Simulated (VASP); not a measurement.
Here is a VASP 6.6.1 calculation.

Contents of INCAR:

```
SYSTEM = Ta2N
PREC     = Accurate       ! precision mode
ENCUT    = 520            ! plane-wave cutoff, eV
EDIFF    = 1E-6           ! SCF threshold, eV
ISMEAR   = -1             ! smearing method
SIGMA    = 0.15           ! smearing width, eV
LREAL    = .False.        ! projectors in reciprocal space
LASPH    = .True.         ! aspherical terms in the spheres
NELM     = 80             ! most SCF steps
ALGO     = Normal         ! electronic algorithm
ISIF     = 2              ! what is computed and relaxed
LWAVE    = .False.        ! write WAVECAR
LCHARG   = .False.        ! write CHGCAR
GGA      = CA             ! functional
NBANDS   = 50             ! bands
```

Contents of KPOINTS:

```
Automatic mesh
0
Gamma
  12 12 8
  0 0 0
```

Contents of POSCAR:

```
Ta2N
1.0
    5.2289405949      0.0000000000      0.0000000000
   -2.6144702974      4.5283953901      0.0000000000
    0.0000000000      0.0000000000      4.8859305182
Ta N
6 3
Direct
    0.6669978863      0.6669978863      0.7525760539
    0.0000000000      0.3330021137      0.7525760539
    0.3330021137      0.0000000000      0.7525760539
    0.3330021137      0.3330021137      0.2474239461
    0.0000000000      0.6669978863      0.2474239461
    0.6669978863      0.0000000000      0.2474239461
    0.6666666667      0.3333333333      0.5000000000
    0.3333333333      0.6666666667      0.5000000000
    0.0000000000      0.0000000000      0.0000000000
```

Potentials or basis: VASP PAW LDA potentials, release 64 (Ta_pv, N).

Launch:

```sh
$ cat potpaw_LDA.64/Ta_pv/POTCAR potpaw_LDA.64/N/POTCAR > POTCAR
$ mpirun -np 1 vasp_std > vasp.out
```

Predict the pressure.

1.6 GPa.

What does it give for the band gap on the k mesh?

Zero (an odd number of electrons rules out a gap without spin polarisation).

What does it give for the largest force?

0.016 eV/Å.

Forces on the atoms (eV/Å):
```
Ta  -0.002 -0.004  0.015
Ta  -0.002  0.004  0.015
Ta   0.005  0.000  0.015
Ta   0.002  0.004 -0.015
Ta   0.002 -0.004 -0.015
Ta  -0.005  0.000 -0.015
N    0.000  0.000  0.000
N    0.000  0.000  0.000
N    0.000  0.000  0.000
```

Caveat: spin-orbit coupling is left out, which moves the levels of the heavy elements.
